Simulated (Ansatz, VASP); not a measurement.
# Two plane-wave programs on BaHfO3

POSCAR

```
BaHfO3
1.0
    4.0517470077      0.0000000000      0.0000000000
    0.0000000000      4.0517470077      0.0000000000
    0.0000000000      0.0000000000      4.0517470077
Ba Hf O
1 1 3
Direct
    0.0000000000      0.0000000000      0.0000000000
    0.5000000000      0.5000000000      0.5000000000
    0.5000000000      0.5000000000      0.0000000000
    0.5000000000      0.0000000000      0.5000000000
    0.0000000000      0.5000000000      0.5000000000
```

The input INCAR.step1:

```
SYSTEM = BaHfO3
  ALGO = Normal
  EDIFF = 1E-4
  ENCUT = 520
  GGA = PE
  GGA_COMPAT = .False.
  ISMEAR = 0
  LASPH = .True.
  LCHARG = .False.
  LMAXMIX = 4
  LREAL = .False.
  LSORBIT = .True.
  LWAVE = .True.
  MAGMOM = 0 0 0 0 0 0 0 0 0 0 0 0 0 0 0
  NBANDS = 53
  NELM = 150
  PREC = Accurate
  SIGMA = 0.01
```

Contents of INCAR.step2:

```
SYSTEM = BaHfO3
  ALGO = Normal
  EDIFF = 1E-7
  ENCUT = 520
  GGA_COMPAT = .False.
  ISIF = 2
  ISMEAR = 0
  ISTART = 1
  LASPH = .True.
  LCHARG = .False.
  LMAXMIX = 4
  LMIXTAU = .True.
  LORBIT = 11
  LORBMOM = .True.
  LREAL = .False.
  LSORBIT = .True.
  LWAVE = .False.
  MAGMOM = 0 0 0 0 0 0 0 0 0 0 0 0 0 0 0
  METAGGA = R2SCAN
  NBANDS = 53
  NELM = 150
  PREC = Accurate
  SIGMA = 0.01
```

The input KPOINTS:

```
k-points
0
Gamma
  6 6 6
  0 0 0
```

Input for Ansatz:

```yaml
crystal:
  lattice:
    - [4.0517470077, 0.0, 0.0]
    - [0.0, 4.0517470077, 0.0]
    - [0.0, 0.0, 4.0517470077]
  atoms:
    - { symbol: Ba, position: [0.0, 0.0, 0.0] }
    - { symbol: Hf, position: [0.5, 0.5, 0.5] }
    - { symbol: O, position: [0.5, 0.5, 0.0] }
    - { symbol: O, position: [0.5, 0.0, 0.5] }
    - { symbol: O, position: [0.0, 0.5, 0.5] }
kpoints:
  mp_grid: { grid: [6, 6, 6] }
  band_path:
    path: [[0.0, 0.0, 0.0], [0.0, 0.5, 0.0], [0.5, 0.5, 0.0], [0.5, 0.5, 0.5]]
    npoints: 1
hamiltonian:
  xc: r2scan
scf:
  occupations: { method: fixed }
  n_extra_bands: 10
magnetization:
  noncollinear: true
  spin_orbit: true
output:
  forces: true
  stress: true
  eigenvalues: true
```

Change from the starting cell: hydrostatic strain -3.0%.

Alike in both runs: task single point; functional r2SCAN; k mesh 6 × 6 × 6; non-collinear spin, spin-orbit coupling.

|  | VASP | Ansatz |
| --- | --- | --- |
| version | VASP 6.6.1 | Ansatz 0.2.0 |
| potentials or method | VASP PAW PBE potentials, release 64 (Ba_sv, Hf_pv, O) | plane waves, PAW |
| plane-wave cutoff (eV) | 520 | 500 |
| occupations | gaussian, width 0.01 eV | fixed |
| valence electrons in the cell | 38 | 54 |

|  | VASP | Ansatz | Ansatz less VASP |
| --- | --- | --- | --- |
| pressure (GPa) | 18.7 | 18.8 | +0.19 |
| net moment per atom (μB) | 0.00 | 0.00 | 0.000 |

VASP's potentials were made for PBE, not for r2SCAN. VASP's potentials hold 38 valence electrons a cell and Ansatz's 54, so a difference there can come from the potentials and not from the codes.
